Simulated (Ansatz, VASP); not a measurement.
One calculation of CoSi, two programs

```
Co Si
1.0
     2.68535    0.00000    0.00000
     0.00000    2.68535    0.00000
     0.00000    0.00000    2.68535
Co Si
1 1
Direct
  0.00000 0.00000 0.00000
  0.50000 0.50000 0.50000
```

Change from the starting cell: volume scaled by 0.9, PAW files.

Alike in both runs: task single point; functional PBE; k mesh 14 × 14 × 14; occupations fermi-dirac, width 0.03 eV; collinear spin.

```csv
,VASP,Ansatz
version,VASP 6.6.1,Ansatz 0.2.0
potentials or method,"VASP PAW PBE potentials, release 64 (Co, Si)","PAW with Ansatz's default frozen-core files, scalar-relativistic"
plane-wave cutoff (eV),520,420
valence electrons in the cell,13,21
```

|  | VASP | Ansatz | Ansatz less VASP |
| --- | --- | --- | --- |
| pressure (GPa) | 28.5 | 28.6 | +0.10 |
| net moment per atom (μB) | 0.21 | 0.22 | +0.010 |
| size of the moment on the site where the two differ most (μB) | 0.41 | 0.44 | +0.025 |

Site moments also hang on the region over which each program counts them. Both programs put the cell under a high pressure, so it lies far from rest at this level. The functional is the same, so the differences come from potentials, cutoffs and numerics. VASP's potentials hold 13 valence electrons a cell and Ansatz's 21, so a difference there can come from the potentials and not from the codes.
